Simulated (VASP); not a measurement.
Wanted: the native input for a VASP 6.6.1 run.

```yaml
Task: single point
Functional: PBEsol
Potentials_or_basis: VASP PAW PBE potentials, release 64 (Ba_sv, S)
Cutoff: 520 eV
k_mesh: 6 × 6 × 6
Occupations: gaussian, width 0.01 eV
Spin: no spin polarisation
Dipole_correction: no
Further_INCAR_settings: ALGO = Normal; EDIFF = 1e-06; NBANDS = 15
```

The structure of BaS lies in POSCAR:

```
BaS
1.0
    3.2296224639      3.2296224639      0.0000000000
   -3.2296224639      3.2296224639      0.0000000000
    0.0000000000      3.2296224639      3.1456367301
Ba S
1 1
Direct
    0.0000000000      0.0000000000      0.0000000000
    0.5000000000      0.5000000000      0.0000000000
```

This cell differs from its parent crystal: in-plane strain +0.02, then relaxed in part.

These files were run (other wordings do the same):

INCAR

```
SYSTEM = BaS
  PREC = Accurate
  ENCUT = 520
  EDIFF = 1E-6
  ISMEAR = 0
  SIGMA = 0.01
  LREAL = .FALSE.
  LASPH = .TRUE.
  NELM = 80
  ALGO = Normal
  ISIF = 2
  LWAVE = .FALSE.
  LCHARG = .FALSE.
  GGA = PS
  NBANDS = 15
```

KPOINTS

```
regular mesh
0
G
  6 6 6
  0 0 0
```

Potentials or basis: VASP PAW PBE potentials, release 64 (Ba_sv, S).

The run is started by

```console
$ cat potpaw_PBE.64/Ba_sv/POTCAR potpaw_PBE.64/S/POTCAR > POTCAR
$ mpirun -np 1 vasp_std > vasp.out
```

It gave:

```yaml
Pressure: -0.8 GPa
Band_gap_on_the_k_mesh: 1.92 eV, indirect (least direct gap 2.07 eV)
```

Caveat: the cell differs from its parent crystal (in-plane strain +0.02, then relaxed in part); the PAW data sets were made with another functional, which shifts forces and pressure a little; spin-orbit coupling is left out, which moves the levels of the heavy elements.

It took 41 s on 1 thread of Intel Xeon 6975P-C, on a shared host, peak memory 0.21 GiB.
